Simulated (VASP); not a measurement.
Set up this calculation in VASP 6.6.1, as the native input.

| Property | Result |
| --- | --- |
| Task | single point |
| Functional | LDA |
| Potentials or basis | VASP PAW LDA potentials, release 64 (Ce) |
| Cutoff | 520 eV |
| k mesh | 10 × 10 × 10 |
| Occupations | fermi-dirac, width 0.1 eV |
| Spin | no spin polarisation |
| Dipole correction | no |
| Further INCAR settings | ALGO = Normal; EDIFF = 1e-06; NBANDS = 12 |

The structure of Ce lies in POSCAR:

```
Ce
1.0
    0.0000000000      2.4915419059      2.4915419059
    2.4915419059      0.0000000000      2.4915419059
    2.4915419059      2.4915419059      0.0000000000
Ce
1
Direct
    0.0000000000      0.0000000000      0.0000000000
```

This cell differs from its parent crystal: volume scaled by 0.9.

One way to write it, as run:

INCAR

```
SYSTEM = Ce
ALGO = Normal ; EDIFF = 1E-6
ENCUT = 520 ; ISIF = 2
ISMEAR = -1 ; LASPH = .True.
LCHARG = .False. ; LREAL = .False.
LWAVE = .False. ; NBANDS = 12
NELM = 80 ; PREC = Accurate
SIGMA = 0.1
```

KPOINTS

```
k-points
0
Gamma
  10 10 10
  0 0 0
```

Potentials or basis: VASP PAW LDA potentials, release 64 (Ce).

The run is started by

```bash
$ cat potpaw_LDA.64/Ce/POTCAR > POTCAR
$ mpirun -np 1 vasp_std > vasp.out
```

It gave:

* Pressure: -8.2 GPa
* Band gap on the k mesh: zero (band 6 reaches 7.72 eV, above the bottom of band 7 at 7.33 eV)

Caveat: spin-orbit coupling is left out, which moves the levels of the heavy elements.

Wall time 20 s on 1 thread of Intel(R) Xeon(R) 6975P-C (Granite Rapids), with other jobs on the host, peak memory 0.16 GiB.
